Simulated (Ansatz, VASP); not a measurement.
MgI2: VASP beside Ansatz

INCAR

```
  ALGO = Normal
  EDIFF = 1E-8
  ENCUT = 520
  GGA = PS
  ISIF = 2
  ISMEAR = -1
  LASPH = T
  LCHARG = F
  LEFG = T
  LREAL = F
  LWAVE = F
  NBANDS = 15
  NELM = 60
  PREC = Accurate
  SIGMA = 0.03
```

KPOINTS

```
k-points
0
Gamma
  7 7 4
```

POSCAR

```
MgI2
1.0
    4.1537001214      0.0000000000      0.0000000000
   -2.0768500607      3.5972098248      0.0000000000
    0.0000000000      0.0000000000      6.9992400000
Mg I
1 2
Direct
    0.0000000000      0.0000000000      0.0000000000
    0.3333333333      0.6666666667      0.7576300000
    0.6666666667      0.3333333333      0.2423700000
```

Input for Ansatz:

```yaml
crystal:
  lattice:
    - [4.1537001214, 0.0, 0.0]
    - [-2.0768500607, 3.5972098248, 0.0]
    - [0.0, 0.0, 6.99924]
  atoms:
    - { symbol: Mg, position: [0.0, 0.0, 0.0] }
    - { symbol: I, position: [0.3333333333, 0.6666666667, 0.75763] }
    - { symbol: I, position: [0.6666666667, 0.3333333333, 0.24237] }
kpoints:
  mp_grid: { grid: [7, 7, 4] }
scf:
  occupations: { method: fermi_dirac, width: 0.03 }
hamiltonian:
  xc: pbesol
  pseudopotentials: { kind: paw }
output:
  forces: true
  stress: true
  eigenvalues: true
  efg: { contact_densities: true }
```

Change from the starting cell: zz strain of +2 %, PAW files.

Alike in both runs: task electric field gradients; functional PBEsol; k mesh 7 × 7 × 4; occupations fermi-dirac, width 0.03 eV; no spin polarisation.

```csv
,VASP,Ansatz
version,VASP 6.6.1,Ansatz 0.2.0
potentials or method,"VASP PAW PBE potentials, release 64 (Mg, I)","PAW with Ansatz's default frozen-core files, scalar-relativistic"
plane-wave cutoff (eV),520,420
valence electrons in the cell,16,44
```

Ansatz gave:

```
gap on the k mesh at the Fermi level (eV)                     : 3.52
pressure (GPa)                                                : -0.7
traceless stress, the component that is largest in VASP (GPa) : -0.10
rms of the force components (eV/Å)                            : 0.084
size of Vzz on the site where it differs most (V/Å²)          : 32.1
```

Problem. Which values does VASP return?

Solution. gap on the k mesh at the Fermi level (eV): 3.50; pressure (GPa): -0.8; traceless stress, the component that is largest in VASP (GPa): -0.10; rms of the force components (eV/Å): 0.086; size of Vzz on the site where it differs most (V/Å²): 31.0.

VASP's potentials were made for PBE, not for PBEsol. Atom by atom the forces differ by 0.002 eV/Å (rms over components). With one functional, cell and mesh, what is left measures potentials, basis and numerics. VASP's potentials hold 16 valence electrons a cell and Ansatz's 44, so a difference there can come from the potentials and not from the codes.

Spin-orbit coupling is off throughout.
